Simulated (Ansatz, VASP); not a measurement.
## SiC in VASP and in Ansatz

```
Si C
1.0
     2.78642    0.00000    0.00000
     0.00000    2.78642    0.00000
     0.00000    0.00000    2.78642
Si C
1 1
Direct
  0.50000 0.50000 0.50000
  0.00000 0.00000 0.00000
```

Alike in both runs: task relaxation of cell and atoms; functional PBE; k mesh 6 × 6 × 6; occupations gaussian, width 0.1 eV; no spin polarisation.

|  | VASP | Ansatz |
| --- | --- | --- |
| version | VASP 6.6.1 | Ansatz 0.2.0 |
| potentials or method | VASP PAW PBE potentials, release 64 (Si, C), cutoff 600 eV | scalar-relativistic, plane waves, PAW |
| valence electrons in the cell | 8 | 8 |

Ansatz gave:

* gap on the k mesh at the Fermi level, each at its own relaxed structure (eV): none
* relaxed volume (Å³/atom): 9.18
* relaxed cell length with the largest relative difference (Å): 2.638

Task: What did VASP give for the same quantities?

Result: gap on the k mesh at the Fermi level, each at its own relaxed structure (eV): none; relaxed volume (Å³/atom): 9.16; relaxed cell length with the largest relative difference (Å): 2.636.

A gap of «none» marks a metal or a gap that the smearing closes.

The k mesh is coarse, so the values compare programs but aren't converged. Noted on VASP's run: the volume moved by over 15 % at a fixed basis, so the end points are rough.
